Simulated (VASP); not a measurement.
# FeNi3 (Pm-3m) in VASP: electric field gradients with LDA

Aim: the electric field gradients of FeNi3 with LDA.

Program: VASP 6.6.1. These are calculated values, not measurements. Logs are shortened: lines on timing, memory, paths and dates and some standing lists are left out, and cuts for length are marked.

### 1 The cell of the first run

Symmetry: Pm-3m, No. 221, cubic system. Conventional cell: a = 3.448 Å, b = 3.448 Å, c = 3.448 Å, α = 90.00°, β = 90.00°, γ = 90.00°. Fe (site symmetry m-3m) has 12 Ni at 2.44 Å within 3.2 Å. Ni (site symmetry 4/mmm) has 4 Fe at 2.44 Å and 8 Ni at 2.44 Å within 3.2 Å.

### 2 Electric field gradients, LDA, collinear spin, ferromagnetic start

Input file INCAR:

```
PREC = Accurate
ENCUT = 520
EDIFF = 1E-8
ISMEAR = 0
SIGMA = 0.05
LREAL = F
LASPH = T
NELM = 150
ALGO = Normal
ISIF = 2
LWAVE = F
LCHARG = F
ISPIN = 2
MAGMOM = 3.01 0.73 0.73 0.73
LORBIT = 11
LMAXMIX = 4
LEFG = T
NBANDS = 31
```

Input file KPOINTS:

```
Automatic mesh
0
Gamma
  12 12 12
```

Input file POSCAR:

```
FeNi3
1.0
    3.4484818919      0.0000000000      0.0000000000
    0.0000000000      3.4484818919      0.0000000000
    0.0000000000      0.0000000000      3.4484818919
Fe Ni
1 3
Direct
    0.0000000000      0.0000000000      0.0000000000
    0.0000000000      0.5000000000      0.5000000000
    0.5000000000      0.0000000000      0.5000000000
    0.5000000000      0.5000000000      0.0000000000
```

Potentials or basis: VASP PAW LDA potentials, release 64 (Fe, Ni).

Started as:

```console
> cat potpaw_LDA.64/Fe/POTCAR potpaw_LDA.64/Ni/POTCAR > POTCAR
> mpirun -np 1 vasp_std > vasp.out
```

OUTCAR:

```text
PREC = Accurate
   ENCUT = 520
   EDIFF = 1E-8
   ISMEAR = 0
   LREAL = F
   LASPH = T
   NELM = 150
   ISIF = 2
   ISPIN = 2
   LORBIT = 11

 ion  position               nearest neighbor table
   1  0.000  0.000  0.000-   2 2.44   3 2.44   4 2.44   2 2.44   3 2.44   2 2.44   4 2.44   2 2.44
                             3 2.44   4 2.44   3 2.44   4 2.44
   2  0.000  0.500  0.500-   1 2.44   3 2.44   4 2.44   1 2.44   4 2.44   1 2.44   3 2.44   1 2.44
                             3 2.44   4 2.44   4 2.44   3 2.44
   3  0.500  0.000  0.500-   1 2.44   2 2.44   4 2.44   1 2.44   4 2.44   2 2.44   4 2.44   4 2.44
                             1 2.44   2 2.44   1 2.44   2 2.44
   4  0.500  0.500  0.000-   1 2.44   2 2.44   3 2.44   2 2.44   3 2.44   1 2.44   3 2.44   3 2.44
                             1 2.44   2 2.44   2 2.44   1 2.44

  LATTYP: Found a simple cubic cell.
 ALAT       =     3.4484818919

  Lattice vectors:

 A1 = (   3.4484818919,   0.0000000000,   0.0000000000)
 A2 = (   0.0000000000,   3.4484818919,   0.0000000000)
 A3 = (   0.0000000000,   0.0000000000,   3.4484818919)

Analysis of symmetry for initial positions (statically):
=====================================================================
 Subroutine PRICEL returns:
 Original cell was already a primitive cell.

 Routine SETGRP: Setting up the symmetry group for a
 simple cubic supercell.

 Subroutine GETGRP returns: Found 48 space group operations
 (whereof 48 operations were pure point group operations)
 out of a pool of 48 trial point group operations.

The static configuration has the point symmetry O_h .

Analysis of symmetry for dynamics (positions and initial velocities):
=====================================================================
 Subroutine PRICEL returns:
 Original cell was already a primitive cell.

 Routine SETGRP: Setting up the symmetry group for a
 simple cubic supercell.

 Subroutine GETGRP returns: Found 48 space group operations
 (whereof 48 operations were pure point group operations)
 out of a pool of 48 trial point group operations.

The dynamic configuration has the point symmetry O_h .

Analysis of structural, dynamic, and magnetic symmetry:
=====================================================================
 Subroutine PRICEL returns:
 Original cell was already a primitive cell.

 Routine SETGRP: Setting up the symmetry group for a
 simple cubic supercell.

 Subroutine GETGRP returns: Found 48 space group operations
 (whereof 48 operations were pure point group operations)
 out of a pool of 48 trial point group operations.

The overall configuration has the point symmetry O_h .

 Subroutine INISYM returns: Found 48 space group operations
 (whereof 48 operations are pure point group operations),
 and found     1 'primitive' translations

----------------------------------------------------------------------------------------

                                     Primitive cell

  volume of cell :      41.0094

  direct lattice vectors                    reciprocal lattice vectors
     3.448481892  0.000000000  0.000000000     0.289982674  0.000000000  0.000000000
     0.000000000  3.448481892  0.000000000     0.000000000  0.289982674  0.000000000
     0.000000000  0.000000000  3.448481892     0.000000000  0.000000000  0.289982674

  length of vectors
     3.448481892  3.448481892  3.448481892     0.289982674  0.289982674  0.289982674

  position of ions in fractional coordinates (direct lattice)
     0.000000000  0.000000000  0.000000000
     0.000000000  0.500000000  0.500000000
     0.500000000  0.000000000  0.500000000
     0.500000000  0.500000000  0.000000000

  ion indices of the primitive-cell ions
   primitive index   ion index
                 1           1
                 2           2
                 3           3
                 4           4

[... 87 lines left out ...]
   EFERMI_NEDOS =   21; number of points for ismear=-14 and -15
   IALGO  =     38    algorithm
   IMIX   =      4    mixing-type and parameters
     AMIX     =   0.40;   BMIX     =  1.00
     AMIX_MAG =   1.60;   BMIX_MAG =  1.00
  volume/ion in A,a.u.               =      10.25        69.19
  Fermi-wavevector in a.u.,A,eV,Ry     =   1.596031  3.016062 34.658339  2.547316
  Thomas-Fermi vector in A             =   2.693857
   LORBIT       =     11    0 simple, 1 ext, 2 COOP (PROOUT), +10 PAW based schemes
   GGA     = CA    functional components
   LHFCALC =     F    Hartree Fock is set to
   AEXX    =    0.0000 exact exchange contribution
   IVDW    =     0    specifies the selected vdW correction
   LEPSILON=     F    determine dielectric tensor
   LRPA    =     F    only Hartree local field effects (RPA)
 spin polarized calculation
 Gauss-broadening in eV      SIGMA  =   0.05
  energy-cutoff  :      520.00
  volume of cell :       41.01
 maximum number of plane-waves:      1141
 NGX is ok and might be reduce to    28
   NGX = 13   NGY = 13   NGZ = 13

 number of electron      37.9999979 magnetization       4.5990242

 Free energy of the ion-electron system (eV)
  ---------------------------------------------------
  ext. energy  EPLUGINS =         0.00000000
  ---------------------------------------------------
  free energy    TOTEN  =       -29.18942767 eV

  energy without entropy =      -29.18558957  energy(sigma->0) =      -29.18750862

 E-fermi :   9.3544     XC(G=0): -13.9739

 val. band max:        9.3479193503   @ k =   0.3333   0.3333   0.2500
 cond. band min:       9.3564958593   @ k =   0.5000   0.5000   0.4167
 fundamental gap:      0.0085765090
 Fermi energy:         9.3544049373

 spin component 1

 k-point     1 :       0.0000    0.0000    0.0000
  band No.  band energies     occupation
      1      -0.2298      1.00000
      2       3.7311      1.00000
      3       3.7311      1.00000
      4       4.2676      1.00000
      5       4.4964      1.00000
      6       4.4964      1.00000
[... 805 lines left out ...]
     30      23.8888      0.00000
     31      24.9865      0.00000

 [... further k-points ...]

 spin component 2

 k-point     1 :       0.0000    0.0000    0.0000
  band No.  band energies     occupation
      1      -0.0600      1.00000
      2       4.6099      1.00000
      3       4.6099      1.00000
      4       4.6660      1.00000
      5       5.3441      1.00000
      6       5.3441      1.00000
[... 805 lines left out ...]
     30      24.2940      0.00000
     31      25.4764      0.00000

 [... further k-points ...]

------------------------ aborting loop because EDIFF is reached ----------------------------------------

  FORCE on cell =-STRESS in cart. coord.  units (eV):
  Direction    XX          YY          ZZ          XY          YZ          ZX
  --------------------------------------------------------------------------------------
  -------------------------------------------------------------------------------------
  Total       -0.1020887     -0.1020887     -0.1020887     -0.0000000      0.0000000      0.0000000
  in kB       -3.9884528     -3.9884528     -3.9884528     -0.0000000      0.0000000      0.0000000
  external PRESSURE =      -3.9884528 kB  Pullay stress =       0.0000000 kB

 VOLUME and BASIS-vectors are now :
 -----------------------------------------------------------------------------
  energy-cutoff  :      520.00
  volume of cell :       41.01
      direct lattice vectors                 reciprocal lattice vectors
     3.448481892  0.000000000  0.000000000     0.289982674  0.000000000  0.000000000
     0.000000000  3.448481892  0.000000000     0.000000000  0.289982674  0.000000000
     0.000000000  0.000000000  3.448481892     0.000000000  0.000000000  0.289982674

 POSITION                                       TOTAL-FORCE (eV/Angst)
 -----------------------------------------------------------------------------------
      0.00000      0.00000      0.00000         0.000000      0.000000      0.000000
      0.00000      1.72424      1.72424         0.000000      0.000000      0.000000
      1.72424      0.00000      1.72424         0.000000      0.000000      0.000000
      1.72424      1.72424      0.00000         0.000000      0.000000      0.000000
 -----------------------------------------------------------------------------------
    total drift:                                0.000000      0.000000      0.000000

  FREE ENERGIE OF THE ION-ELECTRON SYSTEM (eV)
  ---------------------------------------------------
  free  energy   TOTEN  =       -29.1894276710 eV

  energy  without entropy=      -29.1855895655  energy(sigma->0) =      -29.18750862

 Electric field gradients (V/A^2)
---------------------------------------------------------------------
 ion       V_xx      V_yy      V_zz      V_xy      V_xz      V_yz
---------------------------------------------------------------------
   1      -0.000     0.000     0.000    -0.000     0.000     0.000
   2      -0.148     0.074     0.074     0.000     0.000     0.000
   3       0.074    -0.148     0.074     0.000     0.000     0.000
   4       0.074     0.074    -0.148     0.000     0.000     0.000
---------------------------------------------------------------------

 Electric field gradients after diagonalization (V/A^2)
 (convention: |V_zz| > |V_xx| > |V_yy|)
----------------------------------------------------------------------
 ion       V_xx      V_yy      V_zz     asymmetry (V_yy - V_xx)/ V_zz
----------------------------------------------------------------------
   1       0.000    -0.000     0.000      -0.339
   2       0.074     0.074    -0.148       0.000
   3       0.074     0.074    -0.148       0.000
   4       0.074     0.074    -0.148       0.000
----------------------------------------------------------------------

           NMR quadrupolar parameters

 Cq : quadrupolar parameter    Cq=e*Q*V_zz/h
 eta: asymmetry parameters     (V_yy - V_xx)/ V_zz
 Q  : nuclear electric quadrupole moment in mb (millibarn)
----------------------------------------------------------------------
 ion       Cq(MHz)       eta       Q (mb)
----------------------------------------------------------------------
   1       0.000      -0.339       1.000
   2      -0.000       0.000       1.000
   3      -0.000       0.000       1.000
   4      -0.000       0.000       1.000
----------------------------------------------------------------------

 total charge

# of ion       s       p       d       tot
------------------------------------------
    1        0.507   0.565   6.214   7.286
    2        0.542   0.584   8.374   9.501
    3        0.542   0.584   8.374   9.501
    4        0.542   0.584   8.374   9.501
--------------------------------------------------
tot          2.134   2.318  31.336  35.788

 magnetization (x)

# of ion       s       p       d       tot
------------------------------------------
    1        0.007   0.008   2.698   2.713
    2       -0.012  -0.031   0.657   0.614
    3       -0.012  -0.031   0.657   0.614
    4       -0.012  -0.031   0.657   0.614
--------------------------------------------------
tot         -0.028  -0.086   4.668   4.554
```

Run time: 2.4 min. Hardware: 1 thread of Intel Xeon 6975P-C (Granite Rapids), shared host; peak memory 0.26 GiB.

What came out:

```
Free energy                                           : -29.1894 eV
Pressure                                              : -0.4 GPa
Net moment                                            : 4.60 μB per cell
Site moments                                          : Fe +2.71; Ni +0.61 μB
Largest electric field gradient by atom               : Fe +0.00; Ni -0.15 V/Å²
Valence electrons inside the program's atomic spheres : Fe 7.29; Ni 9.50
```

Levels at points of the mesh, in eV from the Fermi level:
Spin up:
| k point | band 17 | band 18 | band 19 | band 20 | band 21 | band 22 | band 23 | band 24 | band 25 | band 26 |
| --- | --- | --- | --- | --- | --- | --- | --- | --- | --- | --- |
| (0.00, 0.00, 0.00) | -0.48 | -0.48 | -0.42 | -0.42 | -0.42 | 2.35 | 2.35 | 2.35 | 9.72 | 9.72 |
| (0.50, 0.00, 0.00) | -1.58 | -1.57 | -1.19 | -1.02 | -0.48 | -0.42 | 8.06 | 8.06 | 8.07 | 8.07 |
| (0.50, 0.50, 0.00) | -1.57 | -1.57 | -1.53 | -1.50 | 1.00 | 1.00 | 1.16 | 1.20 | 11.86 | 12.01 |
| (0.50, 0.50, 0.50) | -0.68 | -0.61 | -0.61 | -0.61 | -0.56 | -0.56 | -0.56 | -0.51 | 6.13 | 6.13 |
Spin down:
```csv
k point,band 14,band 15,band 16,band 17,band 18,band 19,band 20,band 21
"(0.00, 0.00, 0.00)",0.27,0.27,0.27,0.97,0.97,1.36,1.36,1.36
"(0.50, 0.00, 0.00)",-1.09,-0.94,-0.41,-0.21,-0.21,0.27,0.35,0.54
"(0.50, 0.50, 0.00)",-1.32,-1.32,-0.88,-0.81,0.11,0.11,0.18,1.60
"(0.50, 0.50, 0.50)",-0.35,-0.35,-0.35,0.04,0.04,0.04,0.86,0.86
```

Caveat: without QUAD_EFG the Cq values of the log hold for a quadrupole moment of 1 mb, not for the nuclei.
